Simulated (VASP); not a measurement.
# Cu in VASP: notebook

Runs on Cu. Level: LDA. Tasks: single point.

Everything below comes from runs of VASP 6.6.1. Logs are shortened: lines on timing, memory, paths and dates and some standing lists are left out, and cuts for length are marked.

## 1. The cell of the first run

The cell holds a slab with vacuum, 5 atoms: a = 2.487 Å, b = 2.487 Å, c = 24.124 Å, α = 90.00°, β = 90.00°, γ = 120.00°.

## 2. Single point, LDA

Input file INCAR:

```
ALGO     = Normal         # electronic algorithm
DIPOL    = 0.5 0.5 0.500
EDIFF    = 1E-7           # SCF threshold, eV
EFIELD   = -0.5         
ENCUT    = 520            # plane-wave cutoff, eV
GGA      = CA             # functional
IDIPOL   = 3            
ISIF     = 2              # what is computed and relaxed
ISMEAR   = -1             # smearing method
LASPH    = T              # aspherical terms in the spheres
LCHARG   = T              # write CHGCAR
LDIPOL   = T            
LELF     = T              # ELF
LREAL    = F              # projectors in reciprocal space
LVACPOTAV= T            
LVHAR    = T            
LWAVE    = F              # write WAVECAR
NBANDS   = 36             # bands
NELM     = 60             # most SCF steps
PREC     = Accurate       # precision mode
SIGMA    = 0.05           # smearing width, eV
```

Input file KPOINTS:

```
k-points
0
Gamma
  19 19 1
```

Input file POSCAR:

```
Cu
1.0
    2.4873735450      0.0000000000      0.0000000000
   -1.2436867725      2.1541286787      0.0000000000
    0.0000000000      0.0000000000     24.1237000000
Cu
5
Direct
    0.8333333333      0.1666666667      0.3326081044
    0.1666666667      0.8333333333      0.4158717717
    0.5000000000      0.5000000000      0.4999999547
    0.8333333333      0.1666666667      0.5841282051
    0.1666666667      0.8333333333      0.6673919640
```

Potentials or basis: VASP PAW LDA potentials, release 64 (Cu).

Started as:

```console
cat potpaw_LDA.64/Cu/POTCAR > POTCAR
mpirun -np 1 vasp_std > vasp.out
```

OUTCAR:

```text
EDIFF = 1E-7
   ENCUT = 520
   GGA = CA
   ISIF = 2
   ISMEAR = -1
   LASPH = T
   LREAL = F
   NELM = 60
   PREC = Accurate

 ion  position               nearest neighbor table
   1  0.833  0.167  0.333-   2 2.47   2 2.47   2 2.47
   2  0.167  0.833  0.416-   1 2.47   1 2.47   1 2.47   3 2.49   3 2.49   3 2.49
   3  0.500  0.500  0.500-   2 2.49   2 2.49   2 2.49   4 2.49   4 2.49   4 2.49
   4  0.833  0.167  0.584-   5 2.47   5 2.47   5 2.47   3 2.49   3 2.49   3 2.49
   5  0.167  0.833  0.667-   4 2.47   4 2.47   4 2.47

  LATTYP: Found a hexagonal cell.
 ALAT       =     2.4873735450
 C/A-ratio  =     9.6984628821

  Lattice vectors:

 A1 = (   2.4873735450,   0.0000000000,   0.0000000000)
 A2 = (  -1.2436867725,   2.1541286787,   0.0000000000)
 A3 = (   0.0000000000,   0.0000000000,  24.1237000000)

Analysis of symmetry for initial positions (statically):
=====================================================================
 Subroutine PRICEL returns:
 Original cell was already a primitive cell.

 Routine SETGRP: Setting up the symmetry group for a
 hexagonal supercell.

 Subroutine GETGRP returns: Found 12 space group operations
 (whereof  4 operations were pure point group operations)
 out of a pool of 24 trial point group operations.

The static configuration has the point symmetry C_2h.
 The point group associated with its full space group is D_3d.

Analysis of symmetry for dynamics (positions and initial velocities):
=====================================================================
 An external electric field (EFIELD) may reduce the allowed symmetry operations
 Subroutine PRICEL returns:
 Original cell was already a primitive cell.

 Routine SETGRP: Setting up the symmetry group for a
 hexagonal supercell.

 Subroutine GETGRP returns: Found  6 space group operations
 (whereof  2 operations were pure point group operations)
 out of a pool of 24 trial point group operations.

The dynamic configuration has the point symmetry C_1h.
 The point group associated with its full space group is C_3v.

 Subroutine INISYM returns: Found  6 space group operations
 (whereof  2 operations are pure point group operations),
 and found     1 'primitive' translations

----------------------------------------------------------------------------------------

                                     Primitive cell

  volume of cell :     129.2577

  direct lattice vectors                    reciprocal lattice vectors
     2.487373545  0.000000000  0.000000000     0.402030488  0.232112410  0.000000000
    -1.243686773  2.154128679  0.000000000     0.000000000  0.464224821  0.000000000
     0.000000000  0.000000000 24.123700000     0.000000000  0.000000000  0.041453011

  length of vectors
     2.487373545  2.487373545 24.123700000     0.464224821  0.464224821  0.041453011

  position of ions in fractional coordinates (direct lattice)
     0.833333333  0.166666667  0.332608104
     0.166666667  0.833333333  0.415871772
     0.500000000  0.500000000  0.499999955
     0.833333333  0.166666667  0.584128205
     0.166666667  0.833333333  0.667391964

  ion indices of the primitive-cell ions
   primitive index   ion index
                 1           1
                 2           2
                 3           3
                 4           4
                 5           5

----------------------------------------------------------------------------------------

 KPOINTS: k-points

Automatic generation of k-mesh.
 Grid dimensions read from file:
 generate k-points for:   19   19    1

 Generating k-lattice:

  Cartesian coordinates                     Fractional coordinates (reciprocal lattice)
     0.021159499  0.012216443  0.000000000     0.052631579  0.000000000  0.000000000
     0.000000000  0.024432885  0.000000000     0.000000000  0.052631579  0.000000000
     0.000000000  0.000000000  0.041453011     0.000000000  0.000000000  1.000000000

  Length of vectors
     0.024432885  0.024432885  0.041453011

  Shift w.r.t. Gamma in fractional coordinates (k-lattice)
     0.000000000  0.000000000  0.000000000

 Subroutine IBZKPT returns following result:
 ===========================================

 Found     40 irreducible k-points:

 Following reciprocal coordinates:
            Coordinates               Weight
  0.000000  0.000000  0.000000      1.000000
  0.052632  0.000000  0.000000      6.000000
  0.105263  0.000000  0.000000      6.000000
  0.157895  0.000000  0.000000      6.000000
  0.210526  0.000000  0.000000      6.000000
  0.263158  0.000000  0.000000      6.000000
[... 16 lines left out ...]
  0.263158  0.105263  0.000000     12.000000
  0.315789  0.105263  0.000000     12.000000
 [... further k-points ...]
   k-points           NKPTS =     40   k-points in BZ     NKDIM =     40   number of bands    NBANDS=     36
   number of dos      NEDOS =    301   number of ions     NIONS =      5
   total plane-waves  NPLWV =  58320
   dimension x,y,z NGX =    18 NGY =   18 NGZ =  180
   dimension x,y,z NGXF=    36 NGYF=   36 NGZF=  360
   ions per type =               5
   NGX,Y,Z   is equivalent  to a cutoff of  12.03, 12.03, 12.40 a.u.
   NGXF,Y,Z  is equivalent  to a cutoff of  24.06, 24.06, 24.81 a.u.
 SYSTEM =  unknown system
   PREC   = accura    normal or accurate (medium, high low for compatibility)
   ISTART =      0    job   : 0-new  1-cont  2-samecut
   ICHARG =      2    charge: 1-file 2-atom 10-const
   ISPIN  =      1    spin polarized calculation?
   LNONCOLLINEAR =      F non collinear calculations
   LSORBIT =      F    spin-orbit coupling
   LASPH  =      T    aspherical Exc in radial PAW
   ENCUT  =  520.0 eV  38.22 Ry    6.18 a.u.   4.62  4.62 44.85*2*pi/ulx,y,z
   NELM   =     60;   NELMIN=  2; NELMDL= -5     # of ELM steps
   EDIFF  = 0.1E-06   stopping-criterion for ELM
   LREAL  =      F    real-space projection
   EDIFFG = 0.1E-05   stopping-criterion for IOM
   NSW    =      0    number of steps for IOM
   IBRION =     -1    ionic relax: 0-MD 1-quasi-New 2-CG
   NFREE  =      0    steps in history (QN), initial steepest desc. (CG)
   ISIF   =      2    stress and relaxation
   ISYM   =      2    0-nonsym 1-usesym 2-fastsym
   POTIM  = 0.5000    time-step for ionic-motion
   TEBEG  =    0.0;   TEEND  =   0.0 temperature during run
   PSTRESS=    0.0 pullay stress
   NELECT =      55.0000    total number of electrons
   NUPDOWN=      -1.0000    fix difference up-down
   EMIN   =  10.00;   EMAX   =-10.00  energy-range for DOS
   EFERMI =   0.00;   METHOD = LEGACY
   ISMEAR =    -1;   SIGMA  =   0.05  broadening in eV -4-tet -1-fermi 0-gaus
   EFERMI_NEDOS =   21; number of points for ismear=-14 and -15
   IALGO  =     38    algorithm
   IMIX   =      4    mixing-type and parameters
     AMIX     =   0.40;   BMIX     =  1.00
     AMIX_MAG =   1.60;   BMIX_MAG =  1.00
  volume/ion in A,a.u.               =      25.85       174.45
  Fermi-wavevector in a.u.,A,eV,Ry     =   1.231337  2.326889 20.629023  1.516190
  Thomas-Fermi vector in A             =   2.366150
   LORBIT       =      0    0 simple, 1 ext, 2 COOP (PROOUT), +10 PAW based schemes
   GGA     = CA    functional components
   LHFCALC =     F    Hartree Fock is set to
   AEXX    =    0.0000 exact exchange contribution
   IVDW    =     0    specifies the selected vdW correction
   LEPSILON=     F    determine dielectric tensor
   LRPA    =     F    only Hartree local field effects (RPA)
 non-spin polarized calculation
  energy-cutoff  :      520.00
  volume of cell :      129.26
 maximum number of plane-waves:      3512
   NGX =  9   NGY =  9   NGZ = 89

 number of electron      54.9999919 magnetization

 dipolmoment           0.000000      0.000000     -0.165746 electrons x Angstroem

 Free energy of the ion-electron system (eV)
  ---------------------------------------------------
  ext. energy  EPLUGINS =         0.00000000
  ---------------------------------------------------
  free energy    TOTEN  =       -22.41067136 eV

  energy without entropy =      -22.39996186  energy(sigma->0) =      -22.40531661

 E-fermi :   0.5266     XC(G=0):  -6.5266

 val. band max:        0.4856268015   @ k =   0.4211   0.0000   0.0000
 cond. band min:       0.5447440296   @ k =   0.1053   0.0526   0.0000
 fundamental gap:      0.0591172281
 Fermi energy:         0.5265894789

 k-point     1 :       0.0000    0.0000    0.0000
  band No.  band energies     occupation
      1      -9.1350      2.00000
      2      -8.1779      2.00000
      3      -6.7750      2.00000
      4      -5.4733      2.00000
      5      -5.0612      2.00000
      6      -2.9419      2.00000
[... 28 lines left out ...]
     35       7.2328      0.00000
     36       8.0324      0.00000

 k-point     2 :       0.0526    0.0000    0.0000
  band No.  band energies     occupation
      1      -9.0407      2.00000
      2      -8.0866      2.00000
      3      -6.6891      2.00000
      4      -5.3957      2.00000
      5      -4.9965      2.00000
      6      -2.9805      2.00000
[... 28 lines left out ...]
     35       7.3116      0.00000
     36       8.1168      0.00000

 k-point     3 :       0.1053    0.0000    0.0000
  band No.  band energies     occupation
      1      -8.7607      2.00000
      2      -7.8169      2.00000
      3      -6.4379      2.00000
      4      -5.1723      2.00000
      5      -4.8115      2.00000
      6      -3.0998      2.00000
[... 28 lines left out ...]
     35       7.5505      0.00000
     36       8.3703      0.00000

 k-point     4 :       0.1579    0.0000    0.0000
  band No.  band energies     occupation
      1      -8.3047      2.00000
      2      -7.3823      2.00000
      3      -6.0447      2.00000
      4      -4.8377      2.00000
      5      -4.5369      2.00000
      6      -3.2910      2.00000
[... 28 lines left out ...]
     35       7.9555      0.00000
     36       8.7937      0.00000

 k-point     5 :       0.2105    0.0000    0.0000
  band No.  band energies     occupation
      1      -7.6924      2.00000
      2      -6.8117      2.00000
      3      -5.5628      2.00000
      4      -4.4766      2.00000
      5      -4.2350      2.00000
      6      -3.5165      2.00000
[... 655 lines left out ...]
 k-point    22 :       0.2105    0.1053    0.0000
  band No.  band energies     occupation
      1      -6.7180      2.00000
      2      -5.9428      2.00000
      3      -4.9233      2.00000
      4      -4.1209      2.00000
      5      -3.8764      2.00000
      6      -3.6551      2.00000
[... 28 lines left out ...]
     35       9.5099      0.00000
     36      10.3683      0.00000

 k-point    23 :       0.2632    0.1053    0.0000
  band No.  band energies     occupation
      1      -5.9582      2.00000
      2      -5.3415      2.00000
      3      -4.6358      2.00000
      4      -4.1033      2.00000
      5      -3.9161      2.00000
      6      -3.7179      2.00000
[... 28 lines left out ...]
     35       9.3657      0.00000
     36      10.1255      0.00000

 k-point    24 :       0.3158    0.1053    0.0000
  band No.  band energies     occupation
      1      -5.2890      2.00000
      2      -4.8971      2.00000
      3      -4.5272      2.00000
      4      -4.1271      2.00000
      5      -4.0341      2.00000
      6      -3.8039      2.00000
[... 28 lines left out ...]
     35       9.0868      0.00000
     36       9.8394      0.00000

 [... further k-points ...]

------------------------ aborting loop because EDIFF is reached ----------------------------------------

  FORCE on cell =-STRESS in cart. coord.  units (eV):
  Direction    XX          YY          ZZ          XY          YZ          ZX
  --------------------------------------------------------------------------------------
  -------------------------------------------------------------------------------------
  Total       -1.1699875     -1.1699875      0.1879485     -0.0000000      0.0000000      0.0000000
  in kB      -14.5022446    -14.5022446      2.3296619     -0.0000000      0.0000000      0.0000000
  external PRESSURE =      -8.8916091 kB  Pullay stress =       0.0000000 kB

 VOLUME and BASIS-vectors are now :
 -----------------------------------------------------------------------------
  energy-cutoff  :      520.00
  volume of cell :      129.26
      direct lattice vectors                 reciprocal lattice vectors
     2.487373545  0.000000000  0.000000000     0.402030488  0.232112410  0.000000000
    -1.243686773  2.154128679  0.000000000     0.000000000  0.464224821  0.000000000
     0.000000000  0.000000000 24.123700000     0.000000000  0.000000000  0.041453011

 POSITION                                       TOTAL-FORCE (eV/Angst)
 -----------------------------------------------------------------------------------
      1.86553      0.35902      8.02374        -0.000000      0.000000     -0.041851
     -0.62184      1.79511     10.03237         0.000000      0.000000      0.008915
      0.62184      1.07706     12.06185         0.000000     -0.000000      0.002164
      1.86553      0.35902     14.09133         0.000000     -0.000000      0.003897
     -0.62184      1.79511     16.09996        -0.000000     -0.000000      0.026875
 -----------------------------------------------------------------------------------
    total drift:                                0.000000     -0.000000     -0.000516

  FREE ENERGIE OF THE ION-ELECTRON SYSTEM (eV)
  ---------------------------------------------------
  free  energy   TOTEN  =       -22.4106713624 eV

  energy  without entropy=      -22.3999618577  energy(sigma->0) =      -22.40531661
```

Wall time 4.4 min (1 thread of AMD EPYC 9R45 (Zen 5), shared host); peak memory 0.23 GiB.

Results:

```
Free energy            : -22.4107 eV
Largest force          : 0.042 eV/Å
Band gap on the k mesh : zero (an odd number of electrons rules out a gap without spin polarisation)
```

Forces on the atoms (eV/Å):
```
Cu   0.000  0.000 -0.042
Cu   0.000  0.000  0.009
Cu   0.000  0.000  0.002
Cu   0.000  0.000  0.004
Cu   0.000  0.000  0.027
```

## 3. Single point, LDA

Input file INCAR:

```
SYSTEM = Cu
  PREC = Accurate
  ENCUT = 520
  EDIFF = 1E-6
  ISMEAR = -1
  SIGMA = 0.05
  LREAL = .False.
  LASPH = .True.
  NELM = 60
  ALGO = Normal
  ISIF = 2
  LWAVE = .False.
  LCHARG = .True.
  LELF = .True.
  LVHAR = .True.
  NBANDS = 36
```

Input file KPOINTS:

```
Automatic mesh
0
Gamma
  19 19 1
  0 0 0
```

POSCAR is that of step 2.

Potentials or basis: VASP PAW LDA potentials, release 64 (Cu).

Started as:

```console
cat potpaw_LDA.64/Cu/POTCAR > POTCAR
mpirun -np 1 vasp_std > vasp.out
```

Run time: 2.4 min. Hardware: 1 thread of AMD EPYC 9R45 (Zen 5), shared host; peak memory 0.23 GiB.

The run converged. Its results:

```yaml
Free_energy: -22.3693 eV
Largest_force: 0.031 eV/Å
Band_gap_on_the_k_mesh: zero (an odd number of electrons rules out a gap without spin polarisation)
```

Forces in eV/Å, atoms in the order of the input:
```
Cu   0.000  0.000 -0.031
Cu   0.000  0.000  0.003
Cu   0.000  0.000  0.000
Cu   0.000  0.000 -0.003
Cu   0.000  0.000  0.031
```

Levels at points of the mesh, in eV from the Fermi level:
| k point | band 24 | band 25 | band 26 | band 27 | band 28 | band 29 | band 30 | band 31 | band 32 | band 33 |
| --- | --- | --- | --- | --- | --- | --- | --- | --- | --- | --- |
| (0.00, 0.00, 0.00) | -2.05 | -2.05 | -1.73 | -1.73 | -1.65 | -1.65 | -1.06 | -0.38 | 4.57 | 4.98 |

Caveat: there is no dipole correction, which matters where the two faces differ.

The gap in the log of VASP goes by the Fermi energy; the results here count the filled bands.